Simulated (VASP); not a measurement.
# Si2Mo (I4/mmm) in VASP: settings compared, part 2 of 3

VASP 6.6.1. The steps go on from the part before.

### Step 3. Single point, r2SCAN

This run uses another cell than the first one, of 12.56 Å³/atom, 0.940 times its volume.

POSCAR

```
Si2Mo
1.0
   -1.5685460300      1.5685460300      3.8298693200
    1.5685460300     -1.5685460300      3.8298693200
    1.5685460300      1.5685460300     -3.8298693200
Si Mo
2 1
Direct
    0.3343312103      0.3343312103      0.0000000000
    0.6656687897      0.6656687897      0.0000000000
    0.0000000000      0.0000000000      0.0000000000
```

INCAR.step1

```
PREC     = Accurate       # precision mode
ENCUT    = 520            # plane-wave cutoff, eV
ISMEAR   = -1             # smearing method
SIGMA    = 0.1            # smearing width, eV
LREAL    = False          # projectors in reciprocal space
LASPH    = True           # aspherical terms in the spheres
NELM     = 60             # most SCF steps
NBANDS   = 18             # bands
GGA      = PE             # functional
ALGO     = Normal         # electronic algorithm
EDIFF    = 1E-4           # SCF threshold, eV
LWAVE    = True           # write WAVECAR
LCHARG   = False          # write CHGCAR
```

INCAR.step2

```
PREC     = Accurate       # precision mode
ENCUT    = 520            # plane-wave cutoff, eV
EDIFF    = 1E-6           # SCF threshold, eV
ISMEAR   = -1             # smearing method
SIGMA    = 0.1            # smearing width, eV
LREAL    = False          # projectors in reciprocal space
LASPH    = True           # aspherical terms in the spheres
NELM     = 60             # most SCF steps
ALGO     = Normal         # electronic algorithm
ISIF     = 2              # what is computed and relaxed
LWAVE    = False          # write WAVECAR
LCHARG   = True           # write CHGCAR
METAGGA  = R2SCAN         # meta-GGA
LMIXTAU  = True         
LELF     = True           # ELF
LVHAR    = True         
NBANDS   = 18             # bands
ISTART   = 1
```

KPOINTS

```
Automatic mesh
0
Gamma
  13 13 13
```

Potentials or basis: VASP PAW PBE potentials, release 64 (Si, Mo_sv).

Launch:

```console
cat potpaw_PBE.64/Si/POTCAR potpaw_PBE.64/Mo_sv/POTCAR > POTCAR
cp INCAR.step1 INCAR
mpirun -np 1 vasp_std > vasp.out
cp INCAR.step2 INCAR
mpirun -np 1 vasp_std > vasp.out
```

OUTCAR:

```text
PREC = Accurate
   ENCUT = 520
   EDIFF = 1E-6
   ISMEAR = -1
   LREAL = False
   LASPH = True
   NELM = 60
   ISIF = 2
   METAGGA = R2SCAN
   ISTART = 1

 ion  position               nearest neighbor table
   1  0.334  0.334  0.000-   2 2.54   3 2.56   3 2.56   3 2.56   3 2.56   3 2.56   2 2.57   2 2.57
                             2 2.57   2 2.57
   2  0.666  0.666  0.000-   1 2.54   3 2.56   3 2.56   3 2.56   3 2.56   3 2.56   1 2.57   1 2.57
                             1 2.57   1 2.57
   3  0.000  0.000  0.000-   2 2.56   2 2.56   1 2.56   1 2.56   2 2.56   2 2.56   1 2.56   1 2.56
                             1 2.56   2 2.56

  LATTYP: Found a body centered tetragonal cell.
 ALAT       =     3.1370920600
 C/A-ratio  =     2.4416684284

  Lattice vectors:

 A1 = (  -1.5685460300,   1.5685460300,   3.8298693200)
 A2 = (   1.5685460300,  -1.5685460300,   3.8298693200)
 A3 = (   1.5685460300,   1.5685460300,  -3.8298693200)

Analysis of symmetry for initial positions (statically):
=====================================================================
 Subroutine PRICEL returns:
 Original cell was already a primitive cell.

 Routine SETGRP: Setting up the symmetry group for a
 body centered tetragonal supercell.

 Subroutine GETGRP returns: Found 16 space group operations
 (whereof 16 operations were pure point group operations)
 out of a pool of 16 trial point group operations.

The static configuration has the point symmetry D_4h.

Analysis of symmetry for dynamics (positions and initial velocities):
=====================================================================
 Subroutine PRICEL returns:
 Original cell was already a primitive cell.

 Routine SETGRP: Setting up the symmetry group for a
 body centered tetragonal supercell.

 Subroutine GETGRP returns: Found 16 space group operations
 (whereof 16 operations were pure point group operations)
 out of a pool of 16 trial point group operations.

The dynamic configuration has the point symmetry D_4h.

 Subroutine INISYM returns: Found 16 space group operations
 (whereof 16 operations are pure point group operations),
 and found     1 'primitive' translations

----------------------------------------------------------------------------------------

                                     Primitive cell

  volume of cell :      37.6911

  direct lattice vectors                    reciprocal lattice vectors
    -1.568546030  1.568546030  3.829869320     0.000000000  0.318766546  0.130552757
     1.568546030 -1.568546030  3.829869320     0.318766546  0.000000000  0.130552757
     1.568546030  1.568546030 -3.829869320     0.318766546  0.318766546  0.000000000

  length of vectors
     4.425897909  4.425897909  4.425897909     0.344464996  0.344464996  0.450803972

  position of ions in fractional coordinates (direct lattice)
     0.334331210  0.334331210  0.000000000
     0.665668790  0.665668790  0.000000000
     0.000000000  0.000000000  0.000000000

  ion indices of the primitive-cell ions
   primitive index   ion index
                 1           1
                 2           2
                 3           3

----------------------------------------------------------------------------------------

 KPOINTS: Automatic mesh

Automatic generation of k-mesh.
 Grid dimensions read from file:
 generate k-points for:   13   13   13

 Generating k-lattice:

  Cartesian coordinates                     Fractional coordinates (reciprocal lattice)
     0.000000000  0.024520504  0.010042520     0.076923077  0.000000000  0.000000000
     0.024520504  0.000000000  0.010042520     0.000000000  0.076923077  0.000000000
     0.024520504  0.024520504  0.000000000     0.000000000  0.000000000  0.076923077

  Length of vectors
     0.026497307  0.026497307  0.034677229

  Shift w.r.t. Gamma in fractional coordinates (k-lattice)
     0.000000000  0.000000000  0.000000000

 Subroutine IBZKPT returns following result:
 ===========================================

 Found    196 irreducible k-points:

 Following reciprocal coordinates:
            Coordinates               Weight
  0.000000  0.000000  0.000000      1.000000
  0.076923  0.000000 -0.000000      8.000000
  0.153846  0.000000  0.000000      8.000000
  0.230769  0.000000  0.000000      8.000000
  0.307692  0.000000  0.000000      8.000000
  0.384615 -0.000000  0.000000      8.000000
[... 16 lines left out ...]
  0.384615  0.153846  0.000000     16.000000
  0.461538  0.153846  0.000000     16.000000
 [... further k-points ...]
   k-points           NKPTS =    196   k-points in BZ     NKDIM =    196   number of bands    NBANDS=     18
   number of dos      NEDOS =    301   number of ions     NIONS =      3
   total plane-waves  NPLWV =  46656
   dimension x,y,z NGX =    36 NGY =   36 NGZ =   36
   dimension x,y,z NGXF=    72 NGYF=   72 NGZF=   72
   ions per type =               2   1
   NGX,Y,Z   is equivalent  to a cutoff of  13.52, 13.52, 13.52 a.u.
   NGXF,Y,Z  is equivalent  to a cutoff of  27.04, 27.04, 27.04 a.u.
 SYSTEM =  unknown system
   PREC   = accura    normal or accurate (medium, high low for compatibility)
   ISTART =      1    job   : 0-new  1-cont  2-samecut
   ICHARG =      0    charge: 1-file 2-atom 10-const
   ISPIN  =      1    spin polarized calculation?
   LNONCOLLINEAR =      F non collinear calculations
   LSORBIT =      F    spin-orbit coupling
   LASPH  =      T    aspherical Exc in radial PAW
   ENCUT  =  520.0 eV  38.22 Ry    6.18 a.u.   8.23  8.23  8.23*2*pi/ulx,y,z
   NELM   =     60;   NELMIN=  2; NELMDL=  0     # of ELM steps
   EDIFF  = 0.1E-05   stopping-criterion for ELM
   LREAL  =      F    real-space projection
   EDIFFG = 0.1E-04   stopping-criterion for IOM
   NSW    =      0    number of steps for IOM
   IBRION =     -1    ionic relax: 0-MD 1-quasi-New 2-CG
   NFREE  =      0    steps in history (QN), initial steepest desc. (CG)
   ISIF   =      2    stress and relaxation
   ISYM   =      2    0-nonsym 1-usesym 2-fastsym
   POTIM  = 0.5000    time-step for ionic-motion
   TEBEG  =    0.0;   TEEND  =   0.0 temperature during run
   PSTRESS=    0.0 pullay stress
   NELECT =      22.0000    total number of electrons
   NUPDOWN=      -1.0000    fix difference up-down
   EMIN   =  10.00;   EMAX   =-10.00  energy-range for DOS
   EFERMI =   0.00;   METHOD = LEGACY
   ISMEAR =    -1;   SIGMA  =   0.10  broadening in eV -4-tet -1-fermi 0-gaus
   EFERMI_NEDOS =   21; number of points for ismear=-14 and -15
   IALGO  =     38    algorithm
   IMIX   =      4    mixing-type and parameters
     AMIX     =   0.40;   BMIX     =  1.00
     AMIX_MAG =   1.60;   BMIX_MAG =  1.00
  volume/ion in A,a.u.               =      12.56        84.78
  Fermi-wavevector in a.u.,A,eV,Ry     =   1.368158  2.585444 25.468148  1.871856
  Thomas-Fermi vector in A             =   2.494147
   LORBIT       =      0    0 simple, 1 ext, 2 COOP (PROOUT), +10 PAW based schemes
   METAGGA = R2SCAN    functional components
   LHFCALC =     F    Hartree Fock is set to
   AEXX    =    0.0000 exact exchange contribution
   IVDW    =     0    specifies the selected vdW correction
   LEPSILON=     F    determine dielectric tensor
   LRPA    =     F    only Hartree local field effects (RPA)
 non-spin polarized calculation
  energy-cutoff  :      520.00
  volume of cell :       37.69
 maximum number of plane-waves:      1031
 NGX is ok and might be reduce to    36
   NGX = 17   NGY = 17   NGZ = 17

 number of electron      22.0000000 magnetization

 Free energy of the ion-electron system (eV)
  ---------------------------------------------------
  ext. energy  EPLUGINS =         0.00000000
  ---------------------------------------------------
  free energy    TOTEN  =       -44.90417366 eV

  energy without entropy =      -44.89673068  energy(sigma->0) =      -44.90045217

 E-fermi :  13.2480     XC(G=0): -13.7324

 val. band max:       13.2477318537   @ k =  -0.3077  -0.3846   0.3077
 cond. band min:      13.2710592161   @ k =   0.0769   0.0000  -0.0000
 fundamental gap:      0.0233273624
 Fermi energy:        13.2479700179

 k-point     1 :       0.0000    0.0000    0.0000
  band No.  band energies     occupation
      1     -49.2838      2.00000
      2     -22.7816      2.00000
      3     -22.6439      2.00000
      4     -22.6439      2.00000
      5      -1.4609      2.00000
      6       6.0821      2.00000
[... 481 lines left out ...]
      5       2.8347      2.00000
      6       3.3805      2.00000
[... 10 lines left out ...]
     17      21.6707      0.00000
     18      23.1210      0.00000

 [... further k-points ...]

------------------------ aborting loop because EDIFF is reached ----------------------------------------

  FORCE on cell =-STRESS in cart. coord.  units (eV):
  Direction    XX          YY          ZZ          XY          YZ          ZX
  --------------------------------------------------------------------------------------
  -------------------------------------------------------------------------------------
  Total        3.5567585      3.5567585      4.1527492      0.0000000      0.0000000      0.0000000
  in kB      151.1911858    151.1911858    176.5256436      0.0000000      0.0000000      0.0000000
  external PRESSURE =     159.6360050 kB  Pullay stress =       0.0000000 kB

 VOLUME and BASIS-vectors are now :
 -----------------------------------------------------------------------------
  energy-cutoff  :      520.00
  volume of cell :       37.69
      direct lattice vectors                 reciprocal lattice vectors
    -1.568546030  1.568546030  3.829869320     0.000000000  0.318766546  0.130552757
     1.568546030 -1.568546030  3.829869320     0.318766546  0.000000000  0.130552757
     1.568546030  1.568546030 -3.829869320     0.318766546  0.318766546  0.000000000

 POSITION                                       TOTAL-FORCE (eV/Angst)
 -----------------------------------------------------------------------------------
      0.00000      0.00000      2.56089         0.000000      0.000000     -0.009874
      0.00000      0.00000      5.09885        -0.000000     -0.000000      0.009874
      0.00000      0.00000      0.00000         0.000000      0.000000      0.000000
 -----------------------------------------------------------------------------------
    total drift:                                0.000000      0.000000     -0.000000

  FREE ENERGIE OF THE ION-ELECTRON SYSTEM (eV)
  ---------------------------------------------------
  free  energy   TOTEN  =       -44.9041736550 eV

  energy  without entropy=      -44.8967306805  energy(sigma->0) =      -44.90045217
```

Wall time 4.4 min (1 thread of Intel Xeon 6975P-C (Granite Rapids), shared host); peak memory 0.3 GiB.

What came out:

```
Free energy            : -44.9042 eV
Pressure               : 16.0 GPa
Largest force          : 0.010 eV/Å
Band gap on the k mesh : zero (band 11 reaches 13.76 eV, above the bottom of band 12 at 12.78 eV)
```

Forces on the atoms (eV/Å):
```
Si   0.000  0.000 -0.010
Si   0.000  0.000  0.010
Mo   0.000  0.000  0.000
```

Levels at points of the mesh, in eV from the Fermi level:
```
           k point  band 9  band 10  band 11  band 12  band 13  band 14
(0.00, 0.00, 0.00)   -3.01    -3.01     0.40     3.09     3.88     3.92
```

Caveat: the PAW data sets were made with another functional, which shifts forces and pressure a little.

### Step 4. Relaxation of cell and atoms, PBE

This run uses another cell than the first one, of 13.42 Å³/atom, 1.004 times its volume.

INCAR

```
SYSTEM = Si2Mo
ALGO = Normal ; EDIFF = 1E-6
EDIFFG = -0.01 ; ENCUT = 600
GGA = PE ; IBRION = 2
ISIF = 3 ; ISMEAR = -1
LASPH = .TRUE. ; LCHARG = .FALSE.
LREAL = .FALSE. ; LWAVE = .FALSE.
NELM = 100 ; NSW = 80
PREC = Accurate ; SIGMA = 0.1
```

KPOINTS

```
k-points
0
G
  10 10 10
  0 0 0
```

POSCAR

```
Si2Mo
1.0
   -1.6000000000      1.6000000000      3.9305000000
    1.6000000000     -1.6000000000      3.9305000000
    1.6000000000      1.6000000000     -3.9305000000
Si Mo
2 1
Direct
    0.3330000000      0.3330000000      0.0000000000
    0.6670000000      0.6670000000      0.0000000000
    0.0000000000      0.0000000000      0.0000000000
```

Launch:

```console
cat potpaw_PBE.64/Si/POTCAR potpaw_PBE.64/Mo_sv/POTCAR > POTCAR
mpirun -np 1 vasp_std > vasp.out
```

It took 2.1 min on 1 thread of Intel Xeon 6975P-C (Granite Rapids), shared host; peak memory 0.26 GiB.

It converged, with:

| Item | Value |
| --- | --- |
| Free energy | -23.2657 eV |
| Relaxed volume | 13.59 Å³/atom |
| Relaxed cell | a = 4.548 Å, b = 4.548 Å, c = 4.548 Å, α = 138.57°, β = 138.57°, γ = 60.03° |
| Space group after relaxing (to 0.05 Å) | I4/mmm (No. 139) |
| Energy gained by relaxing | 2.9 meV/atom |
| Ionic steps | 6 |
| Pressure after relaxing | 0.0 GPa |
| Largest force after relaxing | 0.004 eV/Å |
| Band gap on the k mesh | zero (band 11 reaches 12.51 eV, above the bottom of band 12 at 11.58 eV) |

Forces in eV/Å, atoms in the order of the input:
```
Si   0.000  0.000 -0.004
Si   0.000  0.000  0.004
Mo   0.000  0.000  0.000
```

Stress tensor (GPa, compression positive):
```
 0.04  0.00  0.00
 0.00  0.04  0.00
 0.00  0.00 -0.07
```

The path:
| step | energy change (eV) | largest force (eV/Å) | pressure (GPa) | volume (Å³) |
| --- | --- | --- | --- | --- |
| 1 | 0.0000 | 0.2782 | 2.41 | 40.25 |
| 2 | -0.0015 | 0.0916 | -3.28 | 41.43 |
| 3 | -0.0068 | 0.1766 | -0.70 | 40.87 |
| 4 | -0.0087 | 0.0110 | 0.12 | 40.75 |
| 5 | -0.0087 | 0.0135 | 0.01 | 40.77 |
| 6 | -0.0088 | 0.0035 | 0.00 | 40.77 |

Final structure:
```
Si Mo
1.0
    -1.60867    1.60867    3.93825
     1.60867   -1.60867    3.93825
     1.60867    1.60867   -3.93825
Si Mo
2 1
Direct
  0.33514 0.33514 0.00000
  0.66486 0.66486 0.00000
  0.00000 0.00000 0.00000
```

Levels at points of the mesh, in eV from the Fermi level:
```csv
k point,band 9,band 10,band 11,band 12,band 13,band 14
"(0.00, 0.00, 0.00)",-2.56,-2.56,0.38,3.09,3.27,3.49
"(0.50, 0.00, 0.00)",-2.52,-2.50,-0.47,2.23,3.09,3.98
"(0.50, 0.50, 0.00)",-4.37,-2.98,-1.20,2.28,2.69,3.11
"(0.50, 0.50, 0.50)",-0.55,-0.55,-0.46,-0.46,0.51,4.70
```

### Step 5. Relaxation of cell and atoms, PBEsol

This run uses another cell than the first one, of 13.42 Å³/atom, 1.004 times its volume.

INCAR

```
SYSTEM = Si2Mo
  PREC = Accurate
  ENCUT = 600
  EDIFF = 1E-6
  ISMEAR = -1
  SIGMA = 0.1
  LREAL = .FALSE.
  LASPH = .TRUE.
  NELM = 80
  ALGO = Normal
  ISIF = 3
  LWAVE = .FALSE.
  LCHARG = .FALSE.
  GGA = PS
  IBRION = 2
  NSW = 80
  EDIFFG = -0.01
```

KPOINTS

```
regular mesh
0
G
  10 10 10
  0 0 0
```

POSCAR is that of step 4.

Launch:

```console
cat potpaw_PBE.64/Si/POTCAR potpaw_PBE.64/Mo_sv/POTCAR > POTCAR
mpirun -np 1 vasp_std > vasp.out
```

Wall time 2.4 min (1 thread of Intel Xeon 6975P-C (Granite Rapids), shared host); peak memory 0.26 GiB.

Results (log left out):

- Free energy: -25.0836 eV
- Relaxed volume: 13.29 Å³/atom
- Relaxed cell: a = 4.517 Å, b = 4.517 Å, c = 4.517 Å, α = 138.62°, β = 138.62°, γ = 59.95°
- Space group after relaxing (to 0.05 Å): I4/mmm (No. 139)
- Energy gained by relaxing: 2.8 meV/atom
- Ionic steps: 7
- Pressure after relaxing: 0.0 GPa
- Largest force after relaxing: 0.005 eV/Å
- Band gap on the k mesh: zero (band 11 reaches 12.79 eV, above the bottom of band 12 at 11.85 eV)

Forces on the atoms (eV/Å):
```
Si   0.000  0.000  0.005
Si   0.000  0.000 -0.005
Mo   0.000  0.000  0.000
```

Stress tensor (GPa, compression positive):
```
 0.01  0.00  0.00
 0.00  0.01  0.00
 0.00  0.00 -0.08
```

Step by step:
```csv
step,energy change (eV),largest force (eV/Å),pressure (GPa),volume (Å³)
1,0.0000,0.3253,-2.36,40.25
2,0.0023,0.0330,4.50,39.11
3,-0.0067,0.1685,0.72,39.71
4,-0.0085,0.0045,0.01,39.87
5,-0.0085,0.0007,0.01,39.86
6,-0.0085,0.0027,0.02,39.86
7,-0.0085,0.0049,-0.02,39.87
```

Final structure:
```xyz
3
Lattice="-1.5960 1.5960 3.9130 1.5960 -1.5960 3.9130 1.5960 1.5960 -3.9130" Properties=species:S:1:pos:R:3 pbc="T T T"
Si    0.0000    0.0000    2.6222
Si    0.0000    0.0000    5.2039
Mo    0.0000    0.0000    0.0000
```

Levels at points of the mesh, in eV from the Fermi level:
```tsv
k point	band 8	band 9	band 10	band 11	band 12	band 13	band 14	band 15
(0.00, 0.00, 0.00)	-3.11	-2.62	-2.62	0.41	3.16	3.24	3.57	3.57
(0.50, 0.00, 0.00)	-4.49	-2.60	-2.58	-0.49	2.30	3.15	4.16	4.24
(0.50, 0.50, 0.00)	-5.15	-4.45	-3.08	-1.19	2.36	2.79	3.20	3.39
(0.50, 0.50, 0.50)	-2.21	-0.57	-0.57	-0.44	-0.44	0.54	4.78	5.26
```

Caveat: the PAW data sets were made with another functional, which shifts forces and pressure a little.

[end of part 2 of 3]
